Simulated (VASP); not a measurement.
Set up this calculation in VASP 6.6.1, as the native input.

```yaml
Task: single point
Functional: RPBE
Potentials_or_basis: VASP PAW PBE potentials, release 64 (Ir)
Cutoff: 520 eV
k_mesh: 14 × 14 × 14
Occupations: fermi-dirac, width 0.1 eV
Spin: no spin polarisation
Dipole_correction: no
Further_INCAR_settings: ALGO = Normal; EDIFF = 1e-06; NBANDS = 10
```

The structure of Ir lies in POSCAR:

```
Ir
1.0
    2.6522957857      0.0000000000      0.0000000000
    0.0000000000      2.6522957857      0.0000000000
    0.0000000000      0.0000000000      2.6522957857
Ir
1
Direct
    0.0000000000      0.0000000000      0.0000000000
```

This cell differs from its parent crystal: volume scaled by 1.08.

These files were run (other wordings do the same):

INCAR

```
SYSTEM = Ir
PREC = Accurate ; ENCUT = 520
EDIFF = 1E-6 ; ISMEAR = -1
SIGMA = 0.1 ; LREAL = .False.
LASPH = .True. ; NELM = 60
ALGO = Normal ; ISIF = 2
LWAVE = .False. ; LCHARG = .True.
GGA = RP ; LELF = .True.
LVHAR = .True. ; NBANDS = 10
```

KPOINTS

```
regular mesh
0
Gamma
  14 14 14
  0 0 0
```

Potentials or basis: VASP PAW PBE potentials, release 64 (Ir).

Launch:

```sh
$ cat potpaw_PBE.64/Ir/POTCAR > POTCAR
$ mpirun -np 1 vasp_std > vasp.out
```

Results of the run:

* Pressure: -14.8 GPa

Caveat: the PAW data sets were made with another functional, which shifts forces and pressure a little.

It took 11 s on 1 thread of AMD EPYC 7R13 Processor (Zen 3) (shared host), peak memory 0.11 GiB.
